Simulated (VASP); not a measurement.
Set up this calculation in VASP 6.6.1, as the native input.

```yaml
Task: single point
Functional: PBE
Potentials_or_basis: VASP PAW PBE potentials, release 64 (Al, N)
Cutoff: 520 eV
k_mesh: 6 × 6 × 6
Occupations: gaussian, width 0.01 eV
Spin: no spin polarisation
Dipole_correction: no
Further_INCAR_settings: ALGO = Normal; EDIFF = 1e-06; NBANDS = 11
```

The structure of AlN lies in POSCAR:

```
AlN
1.0
    0.0580084706      2.1848764830      2.1848764830
    2.1848764830      0.0580084706      2.1848764830
    2.2428849536      2.2428849536      0.0000000000
Al N
1 1
Direct
   -0.0034687493     -0.0034687493      0.0034687493
    0.7534687493      0.7534687493      0.7465312507
```

This cell differs from its parent crystal: shear xy strain +5.3%.

These files were run (other wordings do the same):

INCAR

```
PREC     = Accurate       # precision mode
ENCUT    = 520            # plane-wave cutoff, eV
EDIFF    = 1E-6           # SCF threshold, eV
ISMEAR   = 0              # smearing method
SIGMA    = 0.01           # smearing width, eV
LREAL    = False          # projectors in reciprocal space
LASPH    = True           # aspherical terms in the spheres
NELM     = 60             # most SCF steps
ALGO     = Normal         # electronic algorithm
ISIF     = 2              # what is computed and relaxed
LWAVE    = False          # write WAVECAR
LCHARG   = True           # write CHGCAR
GGA      = PE             # functional
LELF     = True           # ELF
LVHAR    = True         
NBANDS   = 11             # bands
```

KPOINTS

```
regular mesh
0
Gamma
  6 6 6
```

Potentials or basis: VASP PAW PBE potentials, release 64 (Al, N).

Command:

```bash
$ cat potpaw_PBE.64/Al/POTCAR potpaw_PBE.64/N/POTCAR > POTCAR
$ mpirun -np 1 vasp_std > vasp.out
```

It gave:

```json
{"Pressure": "4.5 GPa", "Largest force": "0.045 eV/Å", "Band gap on the k mesh": "3.00 eV, indirect (least direct gap 3.89 eV)"}
```

Caveat: the k points lie up to 0.42 Å⁻¹ apart; the cell differs from its parent crystal (shear xy strain +5.3%).

Wall time 24 s on 1 thread of AMD EPYC 7R13 (shared host), peak memory 0.11 GiB.
